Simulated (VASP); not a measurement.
Pd, 1 atom in the cell. The structure is cubic, space group Fm-3m (No. 225). Conventional cell: a = 3.919 Å, b = 3.919 Å, c = 3.919 Å, α = 90.00°, β = 90.00°, γ = 90.00°. Within 3.7 Å of Pd (site symmetry m-3m) lie 12 Pd at 2.77 Å. 

* Program: VASP 6.6.1
* Task: single point
* Functional: r2SCANh
* Potentials or basis: VASP PAW PBE potentials, release 64 (Pd)
* Cutoff: 520 eV
* k mesh: 6 × 6 × 6
* Occupations: fermi-dirac, width 0.05 eV
* Spin: no spin polarisation
* Dipole correction: no
* Grid for exact exchange (PRECFOCK): Normal
* Further INCAR settings: ALGO = Normal; EDIFF = 1e-07; NBANDS = 11

Potentials or basis: VASP PAW PBE potentials, release 64 (Pd).

Command:

```bash
$ cat potpaw_PBE.64/Pd/POTCAR > POTCAR
$ cp INCAR.step1 INCAR
$ mpirun -np 1 vasp_std > vasp.out
$ cp INCAR.step2 INCAR
$ mpirun -np 1 vasp_std > vasp.out
```

Hardware: 1 thread of AMD EPYC 7R13 Processor (Zen 3), on a shared host.

Task: How long does it take, and how much memory?

Result: Wall time 8.1 min on 1 thread of AMD EPYC 7R13 Processor (Zen 3), with other jobs on the host, peak memory 0.13 GiB. Counts: k points 16.
